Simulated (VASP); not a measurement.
Here is a VASP 6.6.1 calculation.

INCAR

```
ALGO = Normal
DIPOL = 0.5 0.5 0.376
EDIFF = 1E-6
ENCUT = 520
GGA = PE
IDIPOL = 3
ISIF = 2
ISMEAR = 0
IVDW = 12
LASPH = T
LCHARG = F
LDIPOL = T
LREAL = F
LWAVE = F
NBANDS = 31
NELM = 60
PREC = Accurate
SIGMA = 0.05
```

The input KPOINTS:

```
k-points
0
Gamma
  9 9 1
```

POSCAR

```
PtS2
1.0
    3.5415278079      0.0000000000      0.0000000000
   -1.7707639039      3.0670530498      0.0000000000
    0.0000000000      0.0000000000     22.4670615492
S Pt
4 2
Direct
    0.6666666667      0.3333333333      0.2002932155
    0.3333333333      0.6666666667      0.3108341854
    0.7777777778      0.2222222222      0.4416924195
    1.1111111111     -0.1111111111      0.5522333894
    0.0000000000      0.0000000000      0.2555637004
    1.4444444444      0.5555555556      0.4969629044
```

Potentials or basis: VASP PAW PBE potentials, release 64 (S, Pt).

Launch:

```sh
$ cat potpaw_PBE.64/S/POTCAR potpaw_PBE.64/Pt/POTCAR > POTCAR
$ mpirun -np 1 vasp_std > vasp.out
```

Question: Estimate the largest force.

Answer: 0.121 eV/Å.

Question: Predict the dispersion energy per atom.

Answer: -0.331 eV.

Forces on the atoms (eV/Å):
```
S    0.021 -0.012  0.028
S    0.033 -0.019 -0.079
S   -0.009  0.005  0.063
S    0.008 -0.005 -0.032
Pt  -0.035  0.020  0.114
Pt  -0.019  0.011 -0.095
```

Caveat: the cell differs from its parent crystal (layers slid over each other).
